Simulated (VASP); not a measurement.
# ZrIn2Se3 (P4/mmm) in VASP: a series of runs

ZrIn2Se3 is run at these levels: PBE; tasks: single point.

Program: VASP 6.6.1. These are calculated values, not measurements. Logs are shortened: lines on timing, memory, paths and dates and some standing lists are left out, and cuts for length are marked.

### Step 1. The cell of the first run

The structure is tetragonal, space group P4/mmm (No. 123). The conventional cell has a = 3.519 Å, b = 3.519 Å, c = 11.383 Å, α = 90.00°, β = 90.00°, γ = 90.00°. Zr (site symmetry 4/mmm) has 8 Se at 2.92 Å and 4 Zr at 3.52 Å and 2 In at 3.83 Å within 3.9 Å. Within 4.1 Å of In (site symmetry 4mm) lie 8 Se at 3.11 to 3.39 Å and 5 In at 3.52 to 3.73 Å and 1 Zr at 3.83 Å. Within 4.2 Å of Se (site symmetry 4/mmm) lie 8 In at 3.11 Å and 6 Se at 3.52 to 4.17 Å. Se (site symmetry 4mm) has 4 Zr at 2.92 Å and 5 Se at 3.05 to 3.52 Å and 4 In at 3.39 Å within 3.8 Å.

The cell was built from a structure type or drawn by symmetry, and may not be a known phase.

### Step 2. Single point, PBE

File INCAR:

```
PREC = Accurate ; ENCUT = 520
EDIFF = 1E-6 ; ISMEAR = 0
SIGMA = 0.1 ; LREAL = F
LASPH = T ; NELM = 80
ALGO = Normal ; ISIF = 2
LWAVE = F ; LCHARG = F
GGA = PE ; NBANDS = 37
```

File KPOINTS:

```
regular mesh
0
Gamma
  4 4 2
```

File POSCAR:

```
ZrIn2Se3
1.0
    3.5186160460      0.0000000000      0.0000000000
    0.0000000000      3.5186160460      0.0000000000
    0.0000000000      0.0000000000     11.3832723651
Zr In Se
1 2 3
Direct
    0.5000000000      0.5000000000      0.5000000000
    0.5000000000      0.5000000000      0.8361208369
    0.5000000000      0.5000000000      0.1638791631
    0.0000000000      0.0000000000      0.0000000000
    0.0000000000      0.0000000000      0.6337623764
    0.0000000000      0.0000000000      0.3662376236
```

Potentials or basis: VASP PAW PBE potentials, release 64 (Zr_sv, In_d, Se).

Launch:

```sh
$ cat potpaw_PBE.64/Zr_sv/POTCAR potpaw_PBE.64/In_d/POTCAR potpaw_PBE.64/Se/POTCAR > POTCAR
$ mpirun -np 1 vasp_std > vasp.out
```

OUTCAR:

```text
PREC = Accurate
   ENCUT = 520
   EDIFF = 1E-6
   ISMEAR = 0
   LREAL = F
   LASPH = T
   NELM = 80
   ISIF = 2
   GGA = PE

 ion  position               nearest neighbor table
   1  0.500  0.500  0.500-   5 2.92   6 2.92   5 2.92   6 2.92   5 2.92   6 2.92   5 2.92   6 2.92
                             2 3.83   3 3.83
   2  0.500  0.500  0.836-   4 3.11   4 3.11   4 3.11   4 3.11   5 3.39   5 3.39   5 3.39   5 3.39
                             3 3.73   1 3.83
   3  0.500  0.500  0.164-   4 3.11   4 3.11   4 3.11   4 3.11   6 3.39   6 3.39   6 3.39   6 3.39
                             2 3.73   1 3.83
   4  0.000  0.000  0.000-   2 3.11   3 3.11   2 3.11   3 3.11   2 3.11   3 3.11   2 3.11   3 3.11

   5  0.000  0.000  0.634-   1 2.92   1 2.92   1 2.92   1 2.92   2 3.39   2 3.39   2 3.39   2 3.39

   6  0.000  0.000  0.366-   1 2.92   1 2.92   1 2.92   1 2.92   3 3.39   3 3.39   3 3.39   3 3.39

  LATTYP: Found a simple tetragonal cell.
 ALAT       =     3.5186160460
 C/A-ratio  =     3.2351561569

  Lattice vectors:

 A1 = (   3.5186160460,   0.0000000000,   0.0000000000)
 A2 = (   0.0000000000,   3.5186160460,   0.0000000000)
 A3 = (   0.0000000000,   0.0000000000,  11.3832723651)

Analysis of symmetry for initial positions (statically):
=====================================================================
 Subroutine PRICEL returns:
 Original cell was already a primitive cell.

 Routine SETGRP: Setting up the symmetry group for a
 simple tetragonal supercell.

 Subroutine GETGRP returns: Found 16 space group operations
 (whereof 16 operations were pure point group operations)
 out of a pool of 16 trial point group operations.

The static configuration has the point symmetry D_4h.

Analysis of symmetry for dynamics (positions and initial velocities):
=====================================================================
 Subroutine PRICEL returns:
 Original cell was already a primitive cell.

 Routine SETGRP: Setting up the symmetry group for a
 simple tetragonal supercell.

 Subroutine GETGRP returns: Found 16 space group operations
 (whereof 16 operations were pure point group operations)
 out of a pool of 16 trial point group operations.

The dynamic configuration has the point symmetry D_4h.

 Subroutine INISYM returns: Found 16 space group operations
 (whereof 16 operations are pure point group operations),
[... 91 lines left out ...]
   EDIFF  = 0.1E-05   stopping-criterion for ELM
   LREAL  =      F    real-space projection
   EDIFFG = 0.1E-04   stopping-criterion for IOM
   NSW    =      0    number of steps for IOM
   IBRION =     -1    ionic relax: 0-MD 1-quasi-New 2-CG
   NFREE  =      0    steps in history (QN), initial steepest desc. (CG)
   ISIF   =      2    stress and relaxation
   ISYM   =      2    0-nonsym 1-usesym 2-fastsym
   POTIM  = 0.5000    time-step for ionic-motion
   TEBEG  =    0.0;   TEEND  =   0.0 temperature during run
   PSTRESS=    0.0 pullay stress
   NELECT =      56.0000    total number of electrons
   NUPDOWN=      -1.0000    fix difference up-down
   EMIN   =  10.00;   EMAX   =-10.00  energy-range for DOS
   EFERMI =   0.00;   METHOD = LEGACY
   ISMEAR =     0;   SIGMA  =   0.10  broadening in eV -4-tet -1-fermi 0-gaus
   EFERMI_NEDOS =   21; number of points for ismear=-14 and -15
   IALGO  =     38    algorithm
   IMIX   =      4    mixing-type and parameters
     AMIX     =   0.40;   BMIX     =  1.00
     AMIX_MAG =   1.60;   BMIX_MAG =  1.00
  volume/ion in A,a.u.               =      23.49       158.51
  Fermi-wavevector in a.u.,A,eV,Ry     =   1.203559  2.274396 19.708762  1.448553
  Thomas-Fermi vector in A             =   2.339309
   LORBIT       =      0    0 simple, 1 ext, 2 COOP (PROOUT), +10 PAW based schemes
   GGA     = PE    functional components
   LHFCALC =     F    Hartree Fock is set to
   AEXX    =    0.0000 exact exchange contribution
   IVDW    =     0    specifies the selected vdW correction
   LEPSILON=     F    determine dielectric tensor
   LRPA    =     F    only Hartree local field effects (RPA)
 non-spin polarized calculation
 Gauss-broadening in eV      SIGMA  =   0.10
  energy-cutoff  :      520.00
  volume of cell :      140.93
 maximum number of plane-waves:      3834
 NGX is ok and might be reduce to    28
   NGX = 13   NGY = 13   NGZ = 43

 number of electron      56.0000005 magnetization

 Free energy of the ion-electron system (eV)
  ---------------------------------------------------
  ext. energy  EPLUGINS =         0.00000000
  ---------------------------------------------------
  free energy    TOTEN  =       -27.74592650 eV

  energy without entropy =      -27.73077500  energy(sigma->0) =      -27.73835075

 E-fermi :   6.4607     XC(G=0): -10.2841

 val. band max:        6.3929027183   @ k =   0.2500   0.0000   0.5000
 cond. band min:       6.4732647961   @ k =   0.5000   0.0000   0.0000
 fundamental gap:      0.0803620778
 Fermi energy:         6.4607175861

 k-point     1 :       0.0000    0.0000    0.0000
  band No.  band energies     occupation
      1     -43.2921      2.00000
      2     -21.3896      2.00000
      3     -21.1378      2.00000
      4     -21.1378      2.00000
      5      -7.9949      2.00000
      6      -7.9900      2.00000
[... 469 lines left out ...]
     36      10.4808      0.00000
     37      10.9754      0.00000

------------------------ aborting loop because EDIFF is reached ----------------------------------------

  FORCE on cell =-STRESS in cart. coord.  units (eV):
  Direction    XX          YY          ZZ          XY          YZ          ZX
  --------------------------------------------------------------------------------------
  -------------------------------------------------------------------------------------
  Total       -0.0166509     -0.0166509     -0.0108391      0.0000000      0.0000000      0.0000000
  in kB       -0.1892945     -0.1892945     -0.1232237      0.0000000      0.0000000      0.0000000
  external PRESSURE =      -0.1672709 kB  Pullay stress =       0.0000000 kB

 VOLUME and BASIS-vectors are now :
 -----------------------------------------------------------------------------
  energy-cutoff  :      520.00
  volume of cell :      140.93
      direct lattice vectors                 reciprocal lattice vectors
     3.518616046  0.000000000  0.000000000     0.284202649  0.000000000  0.000000000
     0.000000000  3.518616046  0.000000000     0.000000000  0.284202649  0.000000000
     0.000000000  0.000000000 11.383272365     0.000000000  0.000000000  0.087848201

 POSITION                                       TOTAL-FORCE (eV/Angst)
 -----------------------------------------------------------------------------------
      1.75931      1.75931      5.69164         0.000000     -0.000000      0.000000
      1.75931      1.75931      9.51779        -0.000000      0.000000     -0.003960
      1.75931      1.75931      1.86548         0.000000      0.000000      0.003960
      0.00000      0.00000      0.00000         0.000000     -0.000000      0.000000
      0.00000      0.00000      7.21429         0.000000     -0.000000      0.001274
      0.00000      0.00000      4.16898         0.000000     -0.000000     -0.001274
 -----------------------------------------------------------------------------------
    total drift:                                0.000000      0.000000      0.000000

  FREE ENERGIE OF THE ION-ELECTRON SYSTEM (eV)
  ---------------------------------------------------
  free  energy   TOTEN  =       -27.7459264954 eV

  energy  without entropy=      -27.7307750001  energy(sigma->0) =      -27.73835075
```

It took 2 min on 1 thread of Intel Xeon 8259CL, shared host; peak memory 0.28 GiB.

What came out:

```
Free energy            : -27.7459 eV
Pressure               : 0.0 GPa
Largest force          : 0.004 eV/Å
Band gap on the k mesh : zero (bands 28 and 29 overlap by 0.94 eV)
```

Forces on the atoms (eV/Å):
```
Zr   0.000  0.000  0.000
In   0.000  0.000 -0.004
In   0.000  0.000  0.004
Se   0.000  0.000  0.000
Se   0.000  0.000  0.001
Se   0.000  0.000 -0.001
```

Caveat: the k points lie up to 0.45 Å⁻¹ apart, too coarse for converged energies and pressures of a metal; spin-orbit coupling is left out, which moves the levels of the heavy elements.

### Step 3. Single point, PBE

This run uses another cell than the first one, of 29.23 Å³/atom.

INCAR, as its differences from that of step 2:

```diff
@@ -3,3 +3,3 @@
 SIGMA = 0.1 ; LREAL = F
-LASPH = T ; NELM = 80
+LASPH = T ; NELM = 60
 ALGO = Normal ; ISIF = 2
```

KPOINTS is that of step 2.

File POSCAR:

```
ZrIn2Se3
1.0
    3.7435068300      0.0000000000      0.0000000000
    0.0000000000      3.7435068300      0.0000000000
    0.0000000000      0.0000000000     12.5138227900
Zr In Se
1 2 3
Direct
    0.5000000000      0.5000000000      0.5000000000
    0.5000000000      0.5000000000      0.8473602500
    0.5000000000      0.5000000000      0.1526397500
    0.0000000000      0.0000000000      0.0000000000
    0.0000000000      0.0000000000      0.7145522800
    0.0000000000      0.0000000000      0.2854477200
```

Potentials or basis: VASP PAW PBE potentials, release 64 (Zr_sv, In_d, Se).

Launch:

```sh
$ cat potpaw_PBE.64/Zr_sv/POTCAR potpaw_PBE.64/In_d/POTCAR potpaw_PBE.64/Se/POTCAR > POTCAR
$ mpirun -np 1 vasp_std > vasp.out
```

Run time: 3.8 min. Hardware: 1 thread of Intel Xeon 8259CL, shared host; peak memory 0.29 GiB.

Results (log left out):

| Item | Value |
| --- | --- |
| Free energy | -22.7004 eV |
| Pressure | -7.4 GPa |
| Largest force | 1.490 eV/Å |
| Band gap on the k mesh | zero (bands 28 and 29 overlap by 0.49 eV) |

Forces in eV/Å, atoms in the order of the input:
```
Zr   0.000  0.000  0.000
In   0.000  0.000  0.064
In   0.000  0.000 -0.064
Se   0.000  0.000  0.000
Se   0.000  0.000 -1.490
Se   0.000  0.000  1.490
```

Stress tensor (GPa, compression positive):
```
 -5.73   0.00   0.00
  0.00  -5.73   0.00
  0.00   0.00 -10.87
```

Levels at points of the mesh, in eV from the Fermi level:
```tsv
k point	band 26	band 27	band 28	band 29	band 30	band 31
(0.00, 0.00, 0.00)	-0.95	-0.56	-0.31	-0.31	0.02	0.87
(0.50, 0.00, 0.00)	-0.43	-0.22	-0.04	0.26	0.90	0.96
(0.50, 0.50, 0.00)	-2.34	-2.29	-0.27	-0.01	-0.01	0.11
(0.00, 0.00, 0.50)	-0.86	-0.57	-0.40	-0.40	-0.34	1.26
(0.50, 0.00, 0.50)	-0.38	-0.32	0.01	0.30	0.76	0.95
(0.50, 0.50, 0.50)	-2.42	-1.45	-1.17	0.25	0.25	0.49
```

Caveat: the k points lie up to 0.42 Å⁻¹ apart; spin-orbit coupling is left out, which moves the levels of the heavy elements; forces of over 1 eV/Å act on the atoms, so gaps and moduli don't describe the material at rest.
